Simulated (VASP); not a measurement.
# Co (Im-3m) in VASP: further runs, part 2 of 2

VASP 6.6.1.

### 4 Single point, LDA, collinear spin, ferromagnetic start (9.39 Å³/atom)

This run uses another cell than the first one, of 9.39 Å³/atom.

Contents of INCAR:

```
ALGO = Normal
EDIFF = 1E-6
ENCUT = 520
ISIF = 2
ISMEAR = -1
ISPIN = 2
LASPH = True
LCHARG = True
LELF = True
LMAXMIX = 4
LORBIT = 11
LREAL = False
LVHAR = True
LWAVE = False
MAGMOM = 1.683
NBANDS = 14
NELM = 150
PREC = Accurate
SIGMA = 0.05
```

Contents of KPOINTS:

```
k-points
0
Gamma
  18 18 18
```

Contents of POSCAR:

```
Co
1.0
   -1.3290687759      1.3290687759      1.3290687759
    1.3290687759     -1.3290687759      1.3290687759
    1.3290687759      1.3290687759     -1.3290687759
Co
1
Direct
    0.0000000000      0.0000000000      0.0000000000
```

Potentials or basis: VASP PAW LDA potentials, release 64 (Co).

Command:

```console
cat potpaw_LDA.64/Co/POTCAR > POTCAR
mpirun -np 1 vasp_std > vasp.out
```

OUTCAR:

```text
EDIFF = 1E-6
   ENCUT = 520
   ISIF = 2
   ISMEAR = -1
   ISPIN = 2
   LASPH = True
   LORBIT = 11
   LREAL = False
   NELM = 150
   PREC = Accurate

 ion  position               nearest neighbor table
   1  0.000  0.000  0.000-

  LATTYP: Found a body centered cubic cell.
 ALAT       =     2.6581375518

  Lattice vectors:

 A1 = (  -1.3290687759,   1.3290687759,   1.3290687759)
 A2 = (   1.3290687759,  -1.3290687759,   1.3290687759)
 A3 = (   1.3290687759,   1.3290687759,  -1.3290687759)

Analysis of symmetry for initial positions (statically):
=====================================================================
 Subroutine PRICEL returns:
 Original cell was already a primitive cell.

 Routine SETGRP: Setting up the symmetry group for a
 body centered cubic supercell.

 Subroutine GETGRP returns: Found 48 space group operations
 (whereof 48 operations were pure point group operations)
 out of a pool of 48 trial point group operations.

The static configuration has the point symmetry O_h .

Analysis of symmetry for dynamics (positions and initial velocities):
=====================================================================
 Subroutine PRICEL returns:
 Original cell was already a primitive cell.

 Routine SETGRP: Setting up the symmetry group for a
 body centered cubic supercell.

 Subroutine GETGRP returns: Found 48 space group operations
 (whereof 48 operations were pure point group operations)
 out of a pool of 48 trial point group operations.

The dynamic configuration has the point symmetry O_h .

Analysis of structural, dynamic, and magnetic symmetry:
=====================================================================
 Subroutine PRICEL returns:
 Original cell was already a primitive cell.

 Routine SETGRP: Setting up the symmetry group for a
 body centered cubic supercell.

 Subroutine GETGRP returns: Found 48 space group operations
 (whereof 48 operations were pure point group operations)
 out of a pool of 48 trial point group operations.

The overall configuration has the point symmetry O_h .

 Subroutine INISYM returns: Found 48 space group operations
 (whereof 48 operations are pure point group operations),
 and found     1 'primitive' translations

[... 160 lines left out ...]
     10      45.8270      0.00000
     11      45.8270      0.00000
     12      48.5071      0.00000
     13      48.8294      0.00000
     14      48.8294      0.00000
[... 379 lines left out ...]
      3      10.1549      1.00000
      4      10.9062      1.00000
      5      11.5529      1.00000
      6      13.9276      0.00000
      7      21.3952      0.00000
      8      30.1288      0.00000
      9      33.9418      0.00000
     10      39.9393      0.00000
     11      45.4996      0.00000
     12      47.9877      0.00000
     13      49.2646      0.00000
     14      55.1956      0.00000

 [... further k-points ...]

 spin component 2

 k-point     1 :       0.0000    0.0000    0.0000
  band No.  band energies     occupation
      1       2.5877      1.00000
      2      10.6584      1.00000
      3      10.6584      1.00000
      4      10.6584      1.00000
      5      12.6378      0.01606
      6      12.6378      0.01606
      7      39.4209      0.00000
      8      39.4209      0.00000
      9      39.4209      0.00000
     10      46.1313      0.00000
     11      46.1313      0.00000
     12      49.4003      0.00000
     13      49.4003      0.00000
     14      49.4003      0.00000
[... 379 lines left out ...]
      3      11.1298      1.00000
      4      12.5245      0.13588
      5      13.1387      0.00000
      6      15.0310      0.00000
      7      22.2724      0.00000
      8      30.5474      0.00000
      9      34.3318      0.00000
     10      40.3934      0.00000
     11      46.1172      0.00000
     12      48.4413      0.00000
     13      52.4164      0.00000
     14      55.6542      0.00000

 [... further k-points ...]

------------------------ aborting loop because EDIFF is reached ----------------------------------------

  FORCE on cell =-STRESS in cart. coord.  units (eV):
  Direction    XX          YY          ZZ          XY          YZ          ZX
  --------------------------------------------------------------------------------------
  -------------------------------------------------------------------------------------
  Total        1.4600922      1.4600922      1.4600922      0.0000000     -0.0000000      0.0000000
  in kB      249.1084822    249.1084822    249.1084822      0.0000000     -0.0000000      0.0000000
  external PRESSURE =     249.1084822 kB  Pullay stress =       0.0000000 kB

 VOLUME and BASIS-vectors are now :
 -----------------------------------------------------------------------------
  energy-cutoff  :      520.00
  volume of cell :        9.39
      direct lattice vectors                 reciprocal lattice vectors
    -1.329068776  1.329068776  1.329068776     0.000000000  0.376203255  0.376203255
     1.329068776 -1.329068776  1.329068776     0.376203255  0.000000000  0.376203255
     1.329068776  1.329068776 -1.329068776     0.376203255  0.376203255  0.000000000

 POSITION                                       TOTAL-FORCE (eV/Angst)
 -----------------------------------------------------------------------------------
      0.00000      0.00000      0.00000         0.000000      0.000000     -0.000000
 -----------------------------------------------------------------------------------
    total drift:                                0.000000      0.000000      0.000000

  FREE ENERGIE OF THE ION-ELECTRON SYSTEM (eV)
  ---------------------------------------------------
  free  energy   TOTEN  =        -7.9295914335 eV

  energy  without entropy=       -7.9171981734  energy(sigma->0) =       -7.92339480

 total charge

# of ion       s       p       d       tot
------------------------------------------
    1        0.552   0.660   7.387   8.599

 magnetization (x)

# of ion       s       p       d       tot
------------------------------------------
    1       -0.005  -0.031   1.586   1.551
```

It took 38 s on 1 thread of Intel Xeon Platinum 8488C (Sapphire Rapids), shared host; peak memory 0.15 GiB.

Results:

| Item | Value |
| --- | --- |
| Free energy | -7.9296 eV |
| Pressure | 24.9 GPa |
| Net moment | 1.57 μB per cell |
| Site moments | Co +1.55 μB |
| Valence electrons inside the program's atomic spheres | Co 8.60 |

Levels at points of the mesh, in eV from the Fermi level:
Spin up:
```
           k point  band 2  band 3  band 4  band 5  band 6  band 7  band 8  band 9
(0.00, 0.00, 0.00)   -3.12   -3.12   -3.12   -1.51   -1.51   26.87   26.87   26.87
(0.50, 0.00, 0.00)   -4.40   -1.48   -1.28   -0.04    0.05    8.08   19.78   22.34
(0.50, 0.50, 0.50)   -6.03   -0.27   -0.27   -0.27   10.64   10.64   10.64   17.16
```
Spin down:
```tsv
k point	band 2	band 3	band 4	band 5	band 6	band 7
(0.00, 0.00, 0.00)	-1.77	-1.77	-1.77	0.21	0.21	26.99
(0.50, 0.00, 0.00)	-3.19	0.15	0.20	0.48	1.61	9.05
(0.50, 0.50, 0.50)	-4.86	1.27	1.27	1.27	10.96	10.96
```

Caveat: the cell stands under pressure.

### 5 Overview

```tsv
cell	k mesh	gap on the mesh (eV)	pressure (GPa)	moment (μB)
a = 2.367 Å, angles 109.5°, 1 atom	16 × 16 × 16	none	-1.4	1.61
a = 2.268 Å, angles 109.5°, 1 atom	18 × 18 × 18	none	42.2	1.48
a = 2.302 Å, angles 109.5°, 1 atom	18 × 18 × 18	none	24.9	1.57
```

Alike in all rows: task single point; level LDA; potentials or basis VASP PAW LDA potentials, release 64 (Co); spin collinear, ferromagnetic start; cutoff (eV) 520; smearing fermi-dirac 0.05 eV.

Caveats: the cell stands under pressure (at least some runs).

Absolute energies hang on the potentials; compare differences alone.
